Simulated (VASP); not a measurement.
# TaN: relaxation of cell and atoms with PBEsol

TaN:

```
Ta N
1.0
     0.00000    2.33000    2.33000
     2.33000    0.00000    2.33000
     2.33000    2.33000    0.00000
Ta N
1 1
Direct
  0.00000 0.00000 0.00000
  0.25000 0.25000 0.25000
```

```
Program                : VASP 6.6.1
Task                   : relaxation of cell and atoms
Functional             : PBEsol
Potentials or basis    : VASP PAW PBE potentials, release 64 (Ta_pv, N)
Cutoff                 : 600 eV
k mesh                 : 9 × 9 × 9
Occupations            : fermi-dirac, width 0.05 eV
Spin                   : no spin polarisation
Target pressure        : 10 GPa
Dipole correction      : no
Further INCAR settings : ALGO = Normal; EDIFF = 1e-07; IBRION = 2; EDIFFG = -0.01; NSW = 80; ISIF = 3
```

```yaml
Relaxed_volume: 12.68 Å³/atom
Relaxed_cell: a = 3.298 Å, b = 3.298 Å, c = 3.298 Å, α = 60.00°, β = 60.00°, γ = 60.00°
Space_group_after_relaxing_to_0.1_Å: F-43m (No. 216)
Energy_change_on_relaxing_the_run_minimises_the_enthalpy: -1.8 meV/atom
Ionic_steps: 3
Pressure_after_relaxing: 10.0 GPa
Band_gap_on_the_k_mesh: zero (bands 8 and 9 overlap by 0.66 eV)
```

The path:
```tsv
step	energy change (eV)	largest force (eV/Å)	pressure (GPa)	volume (Å³)
1	0.0000	0.0000	10.69	25.30
2	-0.0118	0.0000	8.31	25.50
3	-0.0036	0.0000	10.01	25.35
```

Final structure:
```
Ta N
1.0
     0.00000    2.33173    2.33173
     2.33173    0.00000    2.33173
     2.33173    2.33173    0.00000
Ta N
1 1
Cartesian
  0.0000 0.0000 0.0000
  1.1659 1.1659 1.1659
```

Levels at points of the mesh, in eV from the Fermi level:
```tsv
k point	band 5	band 6	band 7	band 8	band 9	band 10	band 11	band 12
(0.00, 0.00, 0.00)	-7.29	-7.29	-7.29	-1.02	0.52	0.52	6.08	6.08
```

Run time: 58 s on 1 thread of Intel Xeon 8259CL (shared host), peak memory 0.17 GiB.

Caveat: the cell is relaxed towards a set pressure, so the run minimises the enthalpy, not the energy; the PAW data sets were made with another functional, which shifts forces and pressure a little; spin-orbit coupling is left out, which moves the levels of the heavy elements.
